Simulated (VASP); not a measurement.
Runs of VASP 6.6.1 on MnO. The structure is that of space group Fm-3m (No. 225), or close to it. The cells are those of the table. 

```csv
task,level,potentials or basis,cell,k mesh,cutoff (eV),smearing,grid for exact exchange (PRECFOCK),share of exact exchange,screening parameter,gap on the mesh (eV),pressure (GPa),moment (μB),relaxed volume (Å³/atom)
single point,PBEsol,"VASP PAW PBE potentials, release 64 (Mn_pv, O)","a = 3.018 Å, angles 60.0°, 2 atoms",10 × 10 × 10,520,fermi-dirac 0.05 eV,-,-,-,none,5.6,4.29,-
relaxation of cell and atoms,PBEsol,"VASP PAW PBE potentials, release 64 (Mn_pv, O)","relaxed to 10 GPa from a = 3.145 Å, angles 60.0°, 2 atoms",10 × 10 × 10,600,fermi-dirac 0.05 eV,-,-,-,none,9.9,4.25,-
single point,B3LYP5,"VASP PAW PBE potentials, release 64 (Mn_pv, O)","a = 3.081 Å, angles 60.0°, 2 atoms",5 × 5 × 5,520,fermi-dirac 0.05 eV,Normal,0.2,-,1.84,18.6,5.00,-
single point,PBEsol,"VASP PAW PBE potentials, release 64 (Mn_pv, O)","a = 3.060 Å, angles 60.0°, 2 atoms",10 × 10 × 10,520,fermi-dirac 0.05 eV,-,-,-,none,0.5,4.45,-
single point,PBE,"VASP PAW PBE potentials, release 64 (Mn_pv, O)","a = 3.145 Å, angles 60.0°, 2 atoms",10 × 10 × 10,520,gaussian 0.03 eV,-,-,-,none,0.4,4.80,-
relaxation of cell and atoms,PBE-based screened hybrid with 25 % exact exchange,"VASP PAW PBE potentials, release 64 (Mn_pv, O)","relaxed from a = 3.145 Å, angles 60.0°, 2 atoms",5 × 5 × 5,600,fermi-dirac 0.05 eV,Normal,0.25,0.3 1/Å,1.20,0.0,5.00,(b)
single point,RPBE,"VASP PAW PBE potentials, release 64 (Mn_pv, O)","a = 3.145 Å, angles 60.0°, 2 atoms",10 × 10 × 10,520,fermi-dirac 0.05 eV,-,-,-,none,(d),4.82,-
vibrations by perturbation theory,LDA,"VASP PAW LDA potentials, release 64 (Mn_pv, O)","a = 3.145 Å, angles 60.0°, 2 atoms",7 × 7 × 7,520,fermi-dirac 0.05 eV,-,-,-,-,-,(c),-
single point,PBEsol,"VASP PAW PBE potentials, release 64 (Mn_pv, O)","a = 2.992 Å, angles 60.0°, 2 atoms",10 × 10 × 10,520,fermi-dirac 0.05 eV,-,-,-,none,10.6,4.24,-
relaxation of cell and atoms,PBEsol,"VASP PAW PBE potentials, release 64 (Mn_pv, O)","relaxed from a = 3.145 Å, angles 60.0°, 2 atoms",10 × 10 × 10,600,fermi-dirac 0.05 eV,-,-,-,none,0.0,4.46,10.14
single point,B3LYP5,"VASP PAW PBE potentials, release 64 (Mn_pv, O)","a = 3.166 Å, angles 60.0°, 2 atoms",5 × 5 × 5,520,fermi-dirac 0.05 eV,Normal,0.2,-,2.06,2.5,5.00,-
relaxation of cell and atoms,RPBE+D4,"VASP PAW PBE potentials, release 64 (Mn_pv, O)","relaxed from a = 3.145 Å, angles 60.0°, 2 atoms",10 × 10 × 10,600,fermi-dirac 0.05 eV,-,-,-,none,0.0,(a),10.90
```

Alike in all rows: spin collinear, ferromagnetic start.

Q: Estimate the missing entries.

A: (a) 4.81; (b) 11.09; (c) 4.56; (d) 5.8.

Caveats: some runs use coarse meshes; a cell with one magnetic atom can't hold antiferromagnetic order, which such compounds often take; the PAW data sets were made with another functional, which shifts forces and pressure a little (at least some runs); semilocal functionals often make such compounds metallic where correlation or magnetic order opens a gap, which also shifts bond lengths (at least some runs); the cell stands under pressure (at least some runs); an odd mesh through Γ misses points on the zone boundary, where band edges can lie (at least some runs); the cell is relaxed towards a set pressure, so the run minimises the enthalpy, not the energy (at least some runs); the cell stands under pressure or tension, which shifts response properties (at least some runs).

A gap of «none» marks levels without a gap at the run's occupations.
